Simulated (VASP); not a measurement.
# Sc2SnS4 (I4/mmm) in VASP: single point with r2SCAN+rVV10

Aim: the single point of Sc2SnS4 with r2SCAN+rVV10.

All numbers are computed with VASP 6.6.1; they aren't measurements. Logs are shortened: lines on timing, memory, paths and dates and some standing lists are left out, and cuts for length are marked.

## Step 1: The cell of the first run

The structure is tetragonal, space group I4/mmm (No. 139). Conventional cell: a = 5.064 Å, b = 5.064 Å, c = 12.913 Å, α = 90.00°, β = 90.00°, γ = 90.00°. Sc (site symmetry 4mm) has 5 S at 2.27 to 2.98 Å within 3.0 Å. Within 3.3 Å of Sn (site symmetry 4/mmm) lie 6 S at 2.53 to 2.61 Å. S (site symmetry mmm) has 2 Sn at 2.53 Å and 4 Sc at 2.98 Å within 3.3 Å. Within 3.0 Å of S (site symmetry 4mm) lie 1 Sc at 2.27 Å and 1 Sn at 2.61 Å.

## Step 2: Single point, r2SCAN+rVV10

File POSCAR:

```
Sc2SnS4
1.0
   -2.5322400662      2.5322400662      6.4566253037
    2.5322400662     -2.5322400662      6.4566253037
    2.5322400662      2.5322400662     -6.4566253037
Sc Sn S
2 1 4
Direct
    0.6219970400      0.6219970400      0.0000000000
    0.3780029600      0.3780029600      0.0000000000
    0.0000000000      0.0000000000      0.0000000000
    0.0000000000      0.5000000000      0.5000000000
    0.5000000000      0.0000000000      0.5000000000
    0.7980338065      0.7980338065      0.0000000000
    0.2019661935      0.2019661935      0.0000000000
```

File INCAR.step1:

```
PREC     = Accurate       # precision mode
ENCUT    = 520            # plane-wave cutoff, eV
ISMEAR   = -1             # smearing method
SIGMA    = 0.03           # smearing width, eV
LREAL    = False          # projectors in reciprocal space
LASPH    = True           # aspherical terms in the spheres
NELM     = 100            # most SCF steps
NBANDS   = 39             # bands
GGA      = PE             # functional
ALGO     = Normal         # electronic algorithm
EDIFF    = 1E-4           # SCF threshold, eV
LWAVE    = True           # write WAVECAR
LCHARG   = False          # write CHGCAR
```

File INCAR.step2:

```
PREC     = Accurate       # precision mode
ENCUT    = 520            # plane-wave cutoff, eV
EDIFF    = 1E-6           # SCF threshold, eV
ISMEAR   = -1             # smearing method
SIGMA    = 0.03           # smearing width, eV
LREAL    = False          # projectors in reciprocal space
LASPH    = True           # aspherical terms in the spheres
NELM     = 100            # most SCF steps
ALGO     = Normal         # electronic algorithm
ISIF     = 2              # what is computed and relaxed
LWAVE    = False          # write WAVECAR
LCHARG   = False          # write CHGCAR
METAGGA  = R2SCAN         # meta-GGA
LMIXTAU  = True         
LUSE_VDW = True         
IVDW_NL  = 2            
BPARAM   = 11.95        
CPARAM   = 0.0093       
NBANDS   = 39             # bands
ISTART   = 1
```

File KPOINTS:

```
regular mesh
0
Gamma
  6 6 6
```

Potentials or basis: VASP PAW PBE potentials, release 64 (Sc_sv, Sn_d, S).

Run with:

```console
$ cat potpaw_PBE.64/Sc_sv/POTCAR potpaw_PBE.64/Sn_d/POTCAR potpaw_PBE.64/S/POTCAR > POTCAR
$ cp INCAR.step1 INCAR
$ mpirun -np 1 vasp_std > vasp.out
$ cp INCAR.step2 INCAR
$ mpirun -np 1 vasp_std > vasp.out
```

OUTCAR:

```text
PREC = Accurate
   ENCUT = 520
   EDIFF = 1E-6
   ISMEAR = -1
   LREAL = False
   LASPH = True
   NELM = 100
   ISIF = 2
   METAGGA = R2SCAN
   IVDW_NL = 2
   BPARAM = 11.95
   ISTART = 1

 ion  position               nearest neighbor table
   1  0.622  0.622  0.000-   6 2.27   5 2.98   4 2.98   5 2.98   4 2.98   2 3.15
   2  0.378  0.378  0.000-   7 2.27   5 2.98   4 2.98   4 2.98   5 2.98   1 3.15
   3  0.000  0.000  0.000-   4 2.53   5 2.53   4 2.53   5 2.53   6 2.61   7 2.61
   4  0.000  0.500  0.500-   3 2.53   3 2.53   1 2.98   1 2.98   2 2.98   2 2.98
   5  0.500  0.000  0.500-   3 2.53   3 2.53   1 2.98   1 2.98   2 2.98   2 2.98
   6  0.798  0.798  0.000-   1 2.27   3 2.61
   7  0.202  0.202  0.000-   2 2.27   3 2.61

  LATTYP: Found a body centered tetragonal cell.
 ALAT       =     5.0644801324
 C/A-ratio  =     2.5497682427

  Lattice vectors:

 A1 = (  -2.5322400662,   2.5322400662,   6.4566253037)
 A2 = (   2.5322400662,  -2.5322400662,   6.4566253037)
 A3 = (   2.5322400662,   2.5322400662,  -6.4566253037)

Analysis of symmetry for initial positions (statically):
=====================================================================
 Subroutine PRICEL returns:
 Original cell was already a primitive cell.

 Routine SETGRP: Setting up the symmetry group for a
 body centered tetragonal supercell.

 Subroutine GETGRP returns: Found 16 space group operations
 (whereof 16 operations were pure point group operations)
 out of a pool of 16 trial point group operations.

The static configuration has the point symmetry D_4h.

Analysis of symmetry for dynamics (positions and initial velocities):
=====================================================================
 Subroutine PRICEL returns:
 Original cell was already a primitive cell.

 Routine SETGRP: Setting up the symmetry group for a
 body centered tetragonal supercell.

 Subroutine GETGRP returns: Found 16 space group operations
 (whereof 16 operations were pure point group operations)
 out of a pool of 16 trial point group operations.

The dynamic configuration has the point symmetry D_4h.

 Subroutine INISYM returns: Found 16 space group operations
 (whereof 16 operations are pure point group operations),
 and found     1 'primitive' translations

----------------------------------------------------------------------------------------

                                     Primitive cell

  volume of cell :     165.6057

  direct lattice vectors                    reciprocal lattice vectors
    -2.532240066  2.532240066  6.456625304     0.000000000  0.197453633  0.077439835
     2.532240066 -2.532240066  6.456625304     0.197453633  0.000000000  0.077439835
     2.532240066  2.532240066 -6.456625304     0.197453633  0.197453633  0.000000000

  length of vectors
     7.383257399  7.383257399  7.383257399     0.212096358  0.212096358  0.279241605

  position of ions in fractional coordinates (direct lattice)
     0.621997040  0.621997040  0.000000000
     0.378002960  0.378002960  0.000000000
     0.000000000  0.000000000  0.000000000
     0.000000000  0.500000000  0.500000000
     0.500000000  0.000000000  0.500000000
     0.798033807  0.798033807  0.000000000
     0.201966193  0.201966193  0.000000000

  ion indices of the primitive-cell ions
   primitive index   ion index
                 1           1
                 2           2
                 3           3
                 4           4
                 5           5
                 6           6
                 7           7

----------------------------------------------------------------------------------------

 KPOINTS: regular mesh

Automatic generation of k-mesh.
 Grid dimensions read from file:
 generate k-points for:    6    6    6

 Generating k-lattice:

  Cartesian coordinates                     Fractional coordinates (reciprocal lattice)
     0.000000000  0.032908939  0.012906639     0.166666667  0.000000000  0.000000000
     0.032908939  0.000000000  0.012906639     0.000000000  0.166666667  0.000000000
     0.032908939  0.032908939  0.000000000     0.000000000  0.000000000  0.166666667

  Length of vectors
     0.035349393  0.035349393  0.046540268

  Shift w.r.t. Gamma in fractional coordinates (k-lattice)
     0.000000000  0.000000000  0.000000000

 Subroutine IBZKPT returns following result:
 ===========================================

 Found     30 irreducible k-points:

 Following reciprocal coordinates:
            Coordinates               Weight
  0.000000  0.000000  0.000000      1.000000
  0.166667 -0.000000  0.000000      8.000000
  0.333333  0.000000  0.000000      8.000000
  0.500000  0.000000  0.000000      4.000000
  0.166667  0.166667  0.000000      8.000000
  0.333333  0.166667  0.000000     16.000000
[... 16 lines left out ...]
 -0.333333 -0.333333  0.166667      8.000000
 -0.166667 -0.333333  0.166667      8.000000
 [... further k-points ...]
   k-points           NKPTS =     30   k-points in BZ     NKDIM =     30   number of bands    NBANDS=     39
   number of dos      NEDOS =    301   number of ions     NIONS =      7
   total plane-waves  NPLWV = 175616
   dimension x,y,z NGX =    56 NGY =   56 NGZ =   56
   dimension x,y,z NGXF=   112 NGYF=  112 NGZF=  112
   ions per type =               2   1   4
   NGX,Y,Z   is equivalent  to a cutoff of  12.61, 12.61, 12.61 a.u.
   NGXF,Y,Z  is equivalent  to a cutoff of  25.22, 25.22, 25.22 a.u.
 SYSTEM =  unknown system
   PREC   = accura    normal or accurate (medium, high low for compatibility)
   ISTART =      1    job   : 0-new  1-cont  2-samecut
   ICHARG =      0    charge: 1-file 2-atom 10-const
   ISPIN  =      1    spin polarized calculation?
   LNONCOLLINEAR =      F non collinear calculations
   LSORBIT =      F    spin-orbit coupling
   LASPH  =      T    aspherical Exc in radial PAW
   ENCUT  =  520.0 eV  38.22 Ry    6.18 a.u.  13.73 13.73 13.73*2*pi/ulx,y,z
   NELM   =    100;   NELMIN=  2; NELMDL=  0     # of ELM steps
   EDIFF  = 0.1E-05   stopping-criterion for ELM
   LREAL  =      F    real-space projection
   EDIFFG = 0.1E-04   stopping-criterion for IOM
   NSW    =      0    number of steps for IOM
   IBRION =     -1    ionic relax: 0-MD 1-quasi-New 2-CG
   NFREE  =      0    steps in history (QN), initial steepest desc. (CG)
   ISIF   =      2    stress and relaxation
   ISYM   =      2    0-nonsym 1-usesym 2-fastsym
   POTIM  = 0.5000    time-step for ionic-motion
   TEBEG  =    0.0;   TEEND  =   0.0 temperature during run
   PSTRESS=    0.0 pullay stress
   NELECT =      60.0000    total number of electrons
   NUPDOWN=      -1.0000    fix difference up-down
   EMIN   =  10.00;   EMAX   =-10.00  energy-range for DOS
   EFERMI =   0.00;   METHOD = LEGACY
   ISMEAR =    -1;   SIGMA  =   0.03  broadening in eV -4-tet -1-fermi 0-gaus
   EFERMI_NEDOS =   21; number of points for ismear=-14 and -15
   IALGO  =     38    algorithm
   IMIX   =      4    mixing-type and parameters
     AMIX     =   0.40;   BMIX     =  1.00
     AMIX_MAG =   1.60;   BMIX_MAG =  1.00
  volume/ion in A,a.u.               =      23.66       159.65
  Fermi-wavevector in a.u.,A,eV,Ry     =   1.167079  2.205459 18.532124  1.362073
  Thomas-Fermi vector in A             =   2.303584
   LORBIT       =      0    0 simple, 1 ext, 2 COOP (PROOUT), +10 PAW based schemes
   METAGGA = R2SCAN    functional components
   LHFCALC =     F    Hartree Fock is set to
   AEXX    =    0.0000 exact exchange contribution
   IVDW_NL    =     2    kernel type
   BPARAM     =11.9500
   IVDW    =     0    specifies the selected vdW correction
   LEPSILON=     F    determine dielectric tensor
   LRPA    =     F    only Hartree local field effects (RPA)
 non-spin polarized calculation
  energy-cutoff  :      520.00
  volume of cell :      165.61
 maximum number of plane-waves:      4484
   NGX = 27   NGY = 27   NGZ = 27

 number of electron      60.0000000 magnetization

 Free energy of the ion-electron system (eV)
  ---------------------------------------------------
  ext. energy  EPLUGINS =         0.00000000
  ---------------------------------------------------
  free energy    TOTEN  =       -84.22187002 eV

  energy without entropy =      -84.21652263  energy(sigma->0) =      -84.21919632

 E-fermi :   5.3512     XC(G=0):  -9.9036

 val. band max:        5.3410440363   @ k =  -0.1667  -0.1667   0.1667
 cond. band min:       5.3622136577   @ k =  -0.3333  -0.3333   0.1667
 fundamental gap:      0.0211696214
 Fermi energy:         5.3511897231

 k-point     1 :       0.0000    0.0000    0.0000
  band No.  band energies     occupation
      1     -48.1357      2.00000
      2     -48.1206      2.00000
      3     -25.8539      2.00000
      4     -25.8539      2.00000
      5     -25.8378      2.00000
      6     -25.8378      2.00000
[... 31 lines left out ...]
     38       6.7727      0.00000
     39       6.7730      0.00000

 k-point     2 :       0.1667   -0.0000    0.0000
  band No.  band energies     occupation
      1     -48.1357      2.00000
      2     -48.1206      2.00000
      3     -25.8547      2.00000
      4     -25.8540      2.00000
      5     -25.8381      2.00000
      6     -25.8377      2.00000
[... 31 lines left out ...]
     38       6.8286      0.00000
     39       7.0312      0.00000

 k-point     3 :       0.3333    0.0000    0.0000
  band No.  band energies     occupation
      1     -48.1356      2.00000
      2     -48.1207      2.00000
      3     -25.8561      2.00000
      4     -25.8542      2.00000
      5     -25.8385      2.00000
      6     -25.8374      2.00000
[... 832 lines left out ...]
 k-point    23 :      -0.3333   -0.3333    0.1667
  band No.  band energies     occupation
      1     -48.1356      2.00000
      2     -48.1207      2.00000
      3     -25.8552      2.00000
      4     -25.8551      2.00000
      5     -25.8376      2.00000
      6     -25.8374      2.00000
[... 31 lines left out ...]
     38       6.7272      0.00000
     39       7.3261      0.00000

 k-point    24 :      -0.1667   -0.3333    0.1667
  band No.  band energies     occupation
      1     -48.1356      2.00000
      2     -48.1207      2.00000
      3     -25.8550      2.00000
      4     -25.8544      2.00000
      5     -25.8377      2.00000
      6     -25.8374      2.00000
[... 31 lines left out ...]
     38       7.0124      0.00000
     39       7.0823      0.00000

 [... further k-points ...]

------------------------ aborting loop because EDIFF is reached ----------------------------------------

  FORCE on cell =-STRESS in cart. coord.  units (eV):
  Direction    XX          YY          ZZ          XY          YZ          ZX
  --------------------------------------------------------------------------------------
  -------------------------------------------------------------------------------------
  Total        0.0740957      0.0740957      0.3928871      0.0000000      0.0000000      0.0000000
  in kB        0.7168503      0.7168503      3.8010450      0.0000000      0.0000000      0.0000000
  external PRESSURE =       1.7449152 kB  Pullay stress =       0.0000000 kB

 VOLUME and BASIS-vectors are now :
 -----------------------------------------------------------------------------
  energy-cutoff  :      520.00
  volume of cell :      165.61
      direct lattice vectors                 reciprocal lattice vectors
    -2.532240066  2.532240066  6.456625304     0.000000000  0.197453633  0.077439835
     2.532240066 -2.532240066  6.456625304     0.197453633  0.000000000  0.077439835
     2.532240066  2.532240066 -6.456625304     0.197453633  0.197453633  0.000000000

 POSITION                                       TOTAL-FORCE (eV/Angst)
 -----------------------------------------------------------------------------------
      0.00000      0.00000      8.03200        -0.000000     -0.000000     -0.070978
      0.00000      0.00000      4.88125         0.000000      0.000000      0.070978
      0.00000      0.00000      0.00000         0.000000      0.000000      0.000000
      2.53224      0.00000      0.00000         0.000000      0.000000      0.000000
      0.00000      2.53224      0.00000         0.000000      0.000000      0.000000
      0.00000      0.00000     10.30521        -0.000000     -0.000000      0.074284
      0.00000      0.00000      2.60804        -0.000000     -0.000000     -0.074284
 -----------------------------------------------------------------------------------
    total drift:                                0.000000     -0.000000     -0.000000

  FREE ENERGIE OF THE ION-ELECTRON SYSTEM (eV)
  ---------------------------------------------------
  free  energy   TOTEN  =       -84.2218700150 eV

  energy  without entropy=      -84.2165226312  energy(sigma->0) =      -84.21919632
```

Wall time 44 min (1 thread of Intel Xeon Platinum 8259CL at 2.50GHz (Skylake/Cascade Lake), shared host); peak memory 1.2 GiB.

Results:

```
Free energy            : -84.2219 eV
Pressure               : 0.2 GPa
Largest force          : 0.074 eV/Å
Band gap on the k mesh : zero (bands 30 and 31 overlap by 0.36 eV)
```

Forces on the atoms (eV/Å):
```
Sc   0.000  0.000 -0.071
Sc   0.000  0.000  0.071
Sn   0.000  0.000  0.000
S    0.000  0.000  0.000
S    0.000  0.000  0.000
S    0.000  0.000  0.074
S    0.000  0.000 -0.074
```

Stress tensor (GPa, compression positive):
```
0.07 0.00 0.00
0.00 0.07 0.00
0.00 0.00 0.38
```

Levels at points of the mesh, in eV from the Fermi level:
```csv
k point,band 27,band 28,band 29,band 30,band 31,band 32,band 33,band 34
"(0.00, 0.00, 0.00)",-3.34,-2.09,-1.78,-1.78,-0.04,0.28,0.71,0.75
"(0.50, 0.00, 0.00)",-3.00,-2.73,-2.52,0.02,0.24,0.66,0.67,0.74
"(0.50, 0.50, 0.00)",-3.17,-2.02,-1.36,0.20,0.23,0.45,0.54,0.56
"(0.50, 0.50, 0.50)",-3.29,-2.66,-2.14,-2.14,0.11,0.27,0.45,0.52
```

Caveat: semilocal functionals underestimate gaps, and a narrow one can read as zero; the PAW data sets were made with another functional, which shifts forces and pressure a little; spin-orbit coupling is left out, which moves the levels of the heavy elements.

The gap in the log of VASP goes by the Fermi energy; the results here count the filled bands.